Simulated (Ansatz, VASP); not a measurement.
# Two plane-wave programs on Mg2GeN3

```
CELL_PARAMETERS angstrom
3.00117 0.00000 0.00000
-1.50059 2.59909 0.00000
0.00000 0.00000 7.73567
ATOMIC_POSITIONS crystal
Mg 0.33333 0.66667 0.66739
Mg 0.66667 0.33333 0.33261
Ge 0.00000 0.00000 0.00000
N 0.33333 0.66667 0.14343
N 0.66667 0.33333 0.85657
N 0.00000 0.00000 0.50000
```

Change from the starting cell: species swapped into the CaMn2Te3 type (P-3m1, No. 164).

Alike in both runs: functional PBE; k mesh 5 × 5 × 2; occupations gaussian, width 0.2 eV; no spin polarisation.

Ansatz relaxed the structure, and its values are those at the end. VASP's run is a single point on that final structure, the one shown.

|  | VASP | Ansatz |
| --- | --- | --- |
| version | VASP 6.6.1 | Ansatz 0.2.0 |
| potentials or method | VASP PAW PBE potentials, release 64 (Mg, Ge_d, N), cutoff 520 eV | scalar-relativistic, plane waves, PAW |
| valence electrons in the cell | 33 | 49 |

Ansatz gave:

```
gap on the k mesh at the Fermi level (eV) : none
pressure (GPa)                            : 0.1
rms of the force components (eV/Å)        : 0.018
```

Problem. Which values does VASP return?

Solution. gap on the k mesh at the Fermi level (eV): none; pressure (GPa): -0.3; rms of the force components (eV/Å): 0.021.

A gap of «none» marks a metal or a gap that the smearing closes. VASP's potentials hold 33 valence electrons a cell and Ansatz's 49, so a difference there can come from the potentials and not from the codes.

The k mesh is coarse, so the values compare programs but aren't converged.
